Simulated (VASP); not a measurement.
# Sb (Im-3m) in VASP: notebook

Runs on Sb. Level: PBE. Tasks: single point, relaxation of cell and atoms.

All numbers are computed with VASP 6.6.1; they aren't measurements. Logs are shortened: lines on timing, memory, paths and dates and some standing lists are left out, and cuts for length are marked.

**1. The cell of the first run**

The structure is cubic, space group Im-3m (No. 229). The conventional cell has a = 3.793 Å, b = 3.793 Å, c = 3.793 Å, α = 90.00°, β = 90.00°, γ = 90.00°. Within 4.3 Å of Sb (site symmetry m-3m) lie 14 Sb at 3.28 to 3.79 Å.

**2. Single point, PBE**

File INCAR:

```
SYSTEM = Sb
ALGO     = Normal         ! electronic algorithm
EDIFF    = 1E-6           ! SCF threshold, eV
ENCUT    = 500            ! plane-wave cutoff, eV
GGA      = PE             ! functional
GGA_COMPAT= .FALSE.      
ISIF     = 2              ! what is computed and relaxed
ISMEAR   = -1             ! smearing method
LASPH    = .TRUE.         ! aspherical terms in the spheres
LCHARG   = .FALSE.        ! write CHGCAR
LREAL    = .FALSE.        ! projectors in reciprocal space
LWAVE    = .FALSE.        ! write WAVECAR
NBANDS   = 8              ! bands
NELM     = 120            ! most SCF steps
PREC     = Accurate       ! precision mode
SIGMA    = 0.1            ! smearing width, eV
```

File KPOINTS:

```
k-points
0
G
  16 16 16
  0 0 0
```

File POSCAR:

```
Sb
1.0
   -1.8962776387      1.8962776387      1.8962776387
    1.8962776387     -1.8962776387      1.8962776387
    1.8962776387      1.8962776387     -1.8962776387
Sb
1
Direct
    0.0000000000      0.0000000000      0.0000000000
```

Potentials or basis: VASP PAW PBE potentials, release 64 (Sb).

On the command line:

```sh
cat potpaw_PBE.64/Sb/POTCAR > POTCAR
mpirun -np 1 vasp_std > vasp.out
```

OUTCAR:

```text
SYSTEM = Sb
   EDIFF = 1E-6
   ENCUT = 500
   GGA = PE
   ISIF = 2
   ISMEAR = -1
   LASPH = .TRUE.
   LREAL = .FALSE.
   NELM = 120
   PREC = Accurate

 ion  position               nearest neighbor table
   1  0.000  0.000  0.000-

  LATTYP: Found a body centered cubic cell.
 ALAT       =     3.7925552774

  Lattice vectors:

 A1 = (  -1.8962776387,   1.8962776387,   1.8962776387)
 A2 = (   1.8962776387,  -1.8962776387,   1.8962776387)
 A3 = (   1.8962776387,   1.8962776387,  -1.8962776387)

Analysis of symmetry for initial positions (statically):
=====================================================================
 Subroutine PRICEL returns:
 Original cell was already a primitive cell.

 Routine SETGRP: Setting up the symmetry group for a
 body centered cubic supercell.

 Subroutine GETGRP returns: Found 48 space group operations
 (whereof 48 operations were pure point group operations)
 out of a pool of 48 trial point group operations.

The static configuration has the point symmetry O_h .

Analysis of symmetry for dynamics (positions and initial velocities):
=====================================================================
 Subroutine PRICEL returns:
 Original cell was already a primitive cell.

 Routine SETGRP: Setting up the symmetry group for a
 body centered cubic supercell.

 Subroutine GETGRP returns: Found 48 space group operations
 (whereof 48 operations were pure point group operations)
 out of a pool of 48 trial point group operations.

The dynamic configuration has the point symmetry O_h .

 Subroutine INISYM returns: Found 48 space group operations
 (whereof 48 operations are pure point group operations),
 and found     1 'primitive' translations

----------------------------------------------------------------------------------------

                                     Primitive cell

  volume of cell :      27.2751

  direct lattice vectors                    reciprocal lattice vectors
    -1.896277639  1.896277639  1.896277639     0.000000000  0.263674469  0.263674469
     1.896277639 -1.896277639  1.896277639     0.263674469  0.000000000  0.263674469
     1.896277639  1.896277639 -1.896277639     0.263674469  0.263674469  0.000000000

  length of vectors
     3.284449215  3.284449215  3.284449215     0.372892011  0.372892011  0.372892011

  position of ions in fractional coordinates (direct lattice)
     0.000000000  0.000000000  0.000000000

  ion indices of the primitive-cell ions
   primitive index   ion index
                 1           1

----------------------------------------------------------------------------------------

 KPOINTS: k-points

Automatic generation of k-mesh.
 Grid dimensions read from file:
 generate k-points for:   16   16   16

 Generating k-lattice:

  Cartesian coordinates                     Fractional coordinates (reciprocal lattice)
     0.000000000  0.016479654  0.016479654     0.062500000  0.000000000  0.000000000
     0.016479654  0.000000000  0.016479654     0.000000000  0.062500000  0.000000000
     0.016479654  0.016479654  0.000000000     0.000000000  0.000000000  0.062500000

  Length of vectors
     0.023305751  0.023305751  0.023305751

  Shift w.r.t. Gamma in fractional coordinates (k-lattice)
     0.000000000  0.000000000  0.000000000

 Subroutine IBZKPT returns following result:
 ===========================================

 Found    145 irreducible k-points:

 Following reciprocal coordinates:
            Coordinates               Weight
  0.000000  0.000000  0.000000      1.000000
  0.062500  0.000000  0.000000     12.000000
  0.125000  0.000000  0.000000     12.000000
  0.187500  0.000000  0.000000     12.000000
  0.250000  0.000000  0.000000     12.000000
  0.312500  0.000000  0.000000     12.000000
[... 16 lines left out ...]
  0.187500  0.187500  0.000000     24.000000
  0.250000  0.187500  0.000000     48.000000
 [... further k-points ...]
   k-points           NKPTS =    145   k-points in BZ     NKDIM =    145   number of bands    NBANDS=      8
   number of dos      NEDOS =    301   number of ions     NIONS =      1
   total plane-waves  NPLWV =  13824
   dimension x,y,z NGX =    24 NGY =   24 NGZ =   24
   dimension x,y,z NGXF=    48 NGYF=   48 NGZF=   48
   ions per type =               1
   NGX,Y,Z   is equivalent  to a cutoff of  12.15, 12.15, 12.15 a.u.
   NGXF,Y,Z  is equivalent  to a cutoff of  24.30, 24.30, 24.30 a.u.
 SYSTEM =  Sb
   PREC   = accura    normal or accurate (medium, high low for compatibility)
   ISTART =      0    job   : 0-new  1-cont  2-samecut
   ICHARG =      2    charge: 1-file 2-atom 10-const
   ISPIN  =      1    spin polarized calculation?
   LNONCOLLINEAR =      F non collinear calculations
   LSORBIT =      F    spin-orbit coupling
   LASPH  =      T    aspherical Exc in radial PAW
   ENCUT  =  500.0 eV  36.75 Ry    6.06 a.u.   5.99  5.99  5.99*2*pi/ulx,y,z
   NELM   =    120;   NELMIN=  2; NELMDL= -5     # of ELM steps
   EDIFF  = 0.1E-05   stopping-criterion for ELM
   LREAL  =      F    real-space projection
   EDIFFG = 0.1E-04   stopping-criterion for IOM
   NSW    =      0    number of steps for IOM
   IBRION =     -1    ionic relax: 0-MD 1-quasi-New 2-CG
   NFREE  =      0    steps in history (QN), initial steepest desc. (CG)
   ISIF   =      2    stress and relaxation
   ISYM   =      2    0-nonsym 1-usesym 2-fastsym
   POTIM  = 0.5000    time-step for ionic-motion
   TEBEG  =    0.0;   TEEND  =   0.0 temperature during run
   PSTRESS=    0.0 pullay stress
   NELECT =       5.0000    total number of electrons
   NUPDOWN=      -1.0000    fix difference up-down
   EMIN   =  10.00;   EMAX   =-10.00  energy-range for DOS
   EFERMI =   0.00;   METHOD = LEGACY
   ISMEAR =    -1;   SIGMA  =   0.10  broadening in eV -4-tet -1-fermi 0-gaus
   EFERMI_NEDOS =   21; number of points for ismear=-14 and -15
   IALGO  =     38    algorithm
   IMIX   =      4    mixing-type and parameters
     AMIX     =   0.40;   BMIX     =  1.00
     AMIX_MAG =   1.60;   BMIX_MAG =  1.00
  volume/ion in A,a.u.               =      27.28       184.06
  Fermi-wavevector in a.u.,A,eV,Ry     =   0.929986  1.757418 11.767316  0.864873
  Thomas-Fermi vector in A             =   2.056326
   LORBIT       =      0    0 simple, 1 ext, 2 COOP (PROOUT), +10 PAW based schemes
   GGA     = PE    functional components
   LHFCALC =     F    Hartree Fock is set to
   AEXX    =    0.0000 exact exchange contribution
   IVDW    =     0    specifies the selected vdW correction
   LEPSILON=     F    determine dielectric tensor
   LRPA    =     F    only Hartree local field effects (RPA)
 non-spin polarized calculation
  energy-cutoff  :      500.00
  volume of cell :       27.28
 maximum number of plane-waves:       707
   NGX = 11   NGY = 11   NGZ = 11

 number of electron       5.0000000 magnetization

 Free energy of the ion-electron system (eV)
  ---------------------------------------------------
  ext. energy  EPLUGINS =         0.00000000
  ---------------------------------------------------
  free energy    TOTEN  =        -3.91814013 eV

  energy without entropy =       -3.89638717  energy(sigma->0) =       -3.90726365

 E-fermi :   8.2449     XC(G=0): -10.1732

 val. band max:        8.2206479083   @ k =   0.3125   0.1250   0.0625
 cond. band min:       8.2504201634   @ k =   0.1875   0.1875   0.0625
 fundamental gap:      0.0297722551
 Fermi energy:         8.2449136908

 k-point     1 :       0.0000    0.0000    0.0000
  band No.  band energies     occupation
      1      -4.4597      2.00000
      2      13.6699      0.00000
      3      13.6699      0.00000
      4      13.6699      0.00000
      5      18.7786      0.00000
      6      18.7786      0.00000
      7      18.7786      0.00000
      8      20.0668      0.00000

 k-point     2 :       0.0625    0.0000    0.0000
  band No.  band energies     occupation
      1      -4.3789      2.00000
      2      13.0227      0.00000
      3      13.4008      0.00000
      4      13.6031      0.00000
      5      18.2487      0.00000
      6      18.2750      0.00000
      7      19.1394      0.00000
      8      19.6382      0.00000

 k-point     3 :       0.1250    0.0000    0.0000
  band No.  band energies     occupation
      1      -4.1372      2.00000
      2      11.5242      0.00000
      3      12.7687      0.00000
      4      13.4097      0.00000
      5      17.3182      0.00000
      6      17.4756      0.00000
      7      19.3032      0.00000
      8      19.8390      0.00000

 k-point     4 :       0.1875    0.0000    0.0000
  band No.  band energies     occupation
      1      -3.7369      2.00000
      2       9.7309      0.00000
      3      12.0307      0.00000
      4      13.1188      0.00000
      5      16.4772      0.00000
      6      16.7842      0.00000
      7      19.2743      0.00000
      8      20.1424      0.00000

 k-point     5 :       0.2500    0.0000    0.0000
  band No.  band energies     occupation
      1      -3.1837      2.00000
      2       7.9040      1.93601
      3      11.3321      0.00000
      4      12.7833      0.00000
      5      15.8050      0.00000
      6      16.2112      0.00000
      7      19.5336      0.00000
      8      20.5585      0.00000
[... 177 lines left out ...]
 k-point    22 :       0.4375    0.1250    0.0000
  band No.  band energies     occupation
      1      -0.3264      2.00000
      2       3.0364      2.00000
      3       8.4704      0.18994
      4      11.1378      0.00000
      5      15.4298      0.00000
      6      17.3522      0.00000
      7      20.8088      0.00000
      8      21.6130      0.00000

 k-point    23 :       0.1875    0.1875    0.0000
  band No.  band energies     occupation
      1      -2.3370      2.00000
      2       6.7318      2.00000
      3       8.8590      0.00430
      4      11.6206      0.00000
      5      16.4507      0.00000
      6      17.3961      0.00000
      7      20.0429      0.00000
      8      21.0775      0.00000

 k-point    24 :       0.2500    0.1875    0.0000
  band No.  band energies     occupation
      1      -1.6085      2.00000
      2       5.5294      2.00000
      3       7.9556      1.89505
      4      11.2648      0.00000
      5      16.3304      0.00000
      6      17.7343      0.00000
      7      20.1499      0.00000
      8      22.1003      0.00000

 [... further k-points ...]

------------------------ aborting loop because EDIFF is reached ----------------------------------------

  FORCE on cell =-STRESS in cart. coord.  units (eV):
  Direction    XX          YY          ZZ          XY          YZ          ZX
  --------------------------------------------------------------------------------------
  -------------------------------------------------------------------------------------
  Total       -0.0251888     -0.0251888     -0.0251888      0.0000000      0.0000000      0.0000000
  in kB       -1.4796285     -1.4796285     -1.4796285      0.0000000      0.0000000      0.0000000
  external PRESSURE =      -1.4796285 kB  Pullay stress =       0.0000000 kB

 VOLUME and BASIS-vectors are now :
 -----------------------------------------------------------------------------
  energy-cutoff  :      500.00
  volume of cell :       27.28
      direct lattice vectors                 reciprocal lattice vectors
    -1.896277639  1.896277639  1.896277639     0.000000000  0.263674469  0.263674469
     1.896277639 -1.896277639  1.896277639     0.263674469  0.000000000  0.263674469
     1.896277639  1.896277639 -1.896277639     0.263674469  0.263674469  0.000000000

 POSITION                                       TOTAL-FORCE (eV/Angst)
 -----------------------------------------------------------------------------------
      0.00000      0.00000      0.00000         0.000000     -0.000000     -0.000000
 -----------------------------------------------------------------------------------
    total drift:                                0.000000      0.000000     -0.000000

  FREE ENERGIE OF THE ION-ELECTRON SYSTEM (eV)
  ---------------------------------------------------
  free  energy   TOTEN  =        -3.9181401269 eV

  energy  without entropy=       -3.8963871709  energy(sigma->0) =       -3.90726365
```

Wall time 22 s (1 thread of Intel Xeon 8259CL, shared host); peak memory 0.15 GiB.

Results:

| Quantity | Value |
| --- | --- |
| Free energy | -3.9181 eV |
| Pressure | -0.1 GPa |

Caveat: spin-orbit coupling is left out, which moves the levels of the heavy elements.

**3. Relaxation of cell and atoms, PBE**

This run uses another cell than the first one, of 28.00 Å³/atom, 1.027 times its volume.

File INCAR:

```
SYSTEM = Sb
  PREC = Accurate
  ENCUT = 500
  EDIFF = 1E-7
  ISMEAR = -1
  SIGMA = 0.1
  LREAL = .FALSE.
  LASPH = .TRUE.
  NELM = 120
  ALGO = Normal
  ISIF = 3
  LWAVE = .FALSE.
  LCHARG = .FALSE.
  GGA = PE
  IBRION = 2
  NSW = 60
  EDIFFG = -0.005
  GGA_COMPAT = .FALSE.
  NELMIN = 4
```

File KPOINTS:

```
Automatic mesh
0
G
  16 16 16
  0 0 0
```

File POSCAR:

```
Sb
1.0
   -1.9129311828      1.9129311828      1.9129311828
    1.9129311828     -1.9129311828      1.9129311828
    1.9129311828      1.9129311828     -1.9129311828
Sb
1
Direct
    0.0000000000      0.0000000000      0.0000000000
```

Potentials or basis: VASP PAW PBE potentials, release 64 (Sb).

On the command line:

```sh
cat potpaw_PBE.64/Sb/POTCAR > POTCAR
mpirun -np 1 vasp_std > vasp.out
```

OUTCAR:

```text
SYSTEM = Sb
   PREC = Accurate
   ENCUT = 500
   EDIFF = 1E-7
   ISMEAR = -1
   LREAL = .FALSE.
   LASPH = .TRUE.
   NELM = 120
   ISIF = 3
   GGA = PE
   IBRION = 2
   NSW = 60
   EDIFFG = -0.005
   NELMIN = 4

 ion  position               nearest neighbor table
   1  0.000  0.000  0.000-

  LATTYP: Found a body centered cubic cell.
 ALAT       =     3.8258623656

  Lattice vectors:

 A1 = (  -1.9129311828,   1.9129311828,   1.9129311828)
 A2 = (   1.9129311828,  -1.9129311828,   1.9129311828)
 A3 = (   1.9129311828,   1.9129311828,  -1.9129311828)

Analysis of symmetry for initial positions (statically):
=====================================================================
 Subroutine PRICEL returns:
 Original cell was already a primitive cell.

 Routine SETGRP: Setting up the symmetry group for a
 body centered cubic supercell.

 Subroutine GETGRP returns: Found 48 space group operations
 (whereof 48 operations were pure point group operations)
 out of a pool of 48 trial point group operations.

The static configuration has the point symmetry O_h .

Analysis of symmetry for dynamics (positions and initial velocities):
=====================================================================
 Subroutine PRICEL returns:
 Original cell was already a primitive cell.

 Routine SETGRP: Setting up the symmetry group for a
 body centered cubic supercell.

 Subroutine GETGRP returns: Found 48 space group operations
 (whereof 48 operations were pure point group operations)
 out of a pool of 48 trial point group operations.

The dynamic configuration has the point symmetry O_h .

 Subroutine INISYM returns: Found 48 space group operations
 (whereof 48 operations are pure point group operations),
 and found     1 'primitive' translations

----------------------------------------------------------------------------------------

[... 121 lines left out ...]
 conjugate gradient relaxation of ions
 non-spin polarized calculation
  energy-cutoff  :      500.00
  volume of cell :       28.00
 maximum number of plane-waves:       726
   NGX = 13   NGY = 13   NGZ = 13

--------------------------------------- Ionic step        1  -------------------------------------------

 number of electron       5.0000001 magnetization

 Free energy of the ion-electron system (eV)
  ---------------------------------------------------
  ext. energy  EPLUGINS =         0.00000000
  ---------------------------------------------------
  free energy    TOTEN  =        -3.91410317 eV

  energy without entropy =       -3.89222940  energy(sigma->0) =       -3.90316629

------------------------ aborting loop because EDIFF is reached ----------------------------------------

  FORCE on cell =-STRESS in cart. coord.  units (eV):
  Direction    XX          YY          ZZ          XY          YZ          ZX
  --------------------------------------------------------------------------------------
  -------------------------------------------------------------------------------------
  Total       -0.2804949     -0.2804949     -0.2804949      0.0000000      0.0000000     -0.0000000
  in kB      -16.0500922    -16.0500922    -16.0500922      0.0000000      0.0000000     -0.0000000
  external PRESSURE =     -16.0500922 kB  Pullay stress =       0.0000000 kB
[... 57 lines left out ...]
--------------------------------------- Ionic step        3  -------------------------------------------

 number of electron       5.0000000 magnetization

 Free energy of the ion-electron system (eV)
  ---------------------------------------------------
  ext. energy  EPLUGINS =         0.00000000
  ---------------------------------------------------
  free energy    TOTEN  =        -3.91818873 eV

  energy without entropy =       -3.89645443  energy(sigma->0) =       -3.90732158

 E-fermi :   8.2776     XC(G=0): -10.1843

 val. band max:        8.2525048731   @ k =   0.3125   0.1250   0.0625
 cond. band min:       8.2802998835   @ k =   0.1875   0.1875   0.0625
 fundamental gap:      0.0277950104
 Fermi energy:         8.2775664128

 k-point     1 :       0.0000    0.0000    0.0000
  band No.  band energies     occupation
      1      -4.4466      2.00000
      2      13.7220      0.00000
      3      13.7220      0.00000
      4      13.7220      0.00000
      5      18.8205      0.00000
      6      18.8205      0.00000
[... 199 lines left out ...]
 k-point    24 :       0.2500    0.1875    0.0000
  band No.  band energies     occupation
      1      -1.5869      2.00000
      2       5.5586      2.00000
      3       7.9854      1.89783
      4      11.3043      0.00000
      5      16.3738      0.00000
      6      17.7770      0.00000

 [... further k-points ...]

------------------------ aborting loop because EDIFF is reached ----------------------------------------

  FORCE on cell =-STRESS in cart. coord.  units (eV):
  Direction    XX          YY          ZZ          XY          YZ          ZX
  --------------------------------------------------------------------------------------
  -------------------------------------------------------------------------------------
  Total        0.0004026      0.0004026      0.0004026      0.0000000      0.0000000      0.0000000
  in kB        0.0237116      0.0237116      0.0237116      0.0000000      0.0000000      0.0000000
  external PRESSURE =       0.0237116 kB  Pullay stress =       0.0000000 kB
[... 16 lines left out ...]
  FREE ENERGIE OF THE ION-ELECTRON SYSTEM (eV)
  ---------------------------------------------------
  free  energy   TOTEN  =        -3.9181887282 eV

  energy  without entropy=       -3.8964544294  energy(sigma->0) =       -3.90732158

 reached required accuracy - stopping structural energy minimisation
```

It took 50 s on 1 thread of Intel Xeon 8259CL, shared host; peak memory 0.16 GiB.

Results:

```yaml
Free_energy: -3.9182 eV
Relaxed_volume: 27.21 Å³/atom
Relaxed_cell: a = 3.282 Å, b = 3.282 Å, c = 3.282 Å, α = 109.47°, β = 109.47°, γ = 109.47°
Space_group_after_relaxing_to_0.05_Å: Im-3m (No. 229)
Energy_gained_by_relaxing: 4.1 meV/atom
Ionic_steps: 3
Pressure_after_relaxing: 0.0 GPa
```

Step by step:
| step | energy change (eV) | largest force (eV/Å) | pressure (GPa) | volume (Å³) |
| --- | --- | --- | --- | --- |
| 1 | 0.0000 | 0.0000 | -1.61 | 28.00 |
| 2 | -0.0033 | 0.0000 | 0.75 | 26.88 |
| 3 | -0.0041 | 0.0000 | 0.00 | 27.21 |

Final structure:
```
Sb
1.0
    -1.89468    1.89468    1.89468
     1.89468   -1.89468    1.89468
     1.89468    1.89468   -1.89468
Sb
1
Direct
  0.00000 0.00000 0.00000
```

Levels at points of the mesh, in eV from the Fermi level:
```
           k point  band 1  band 2  band 3  band 4  band 5  band 6
(0.00, 0.00, 0.00)  -12.72    5.44    5.44    5.44   10.54   10.54
(0.50, 0.00, 0.00)   -8.75   -5.48    1.70    3.74    6.42    6.95
(0.50, 0.50, 0.50)   -5.60   -1.93   -1.93   -1.93    3.03    3.03
```

Caveat: spin-orbit coupling is left out, which moves the levels of the heavy elements.
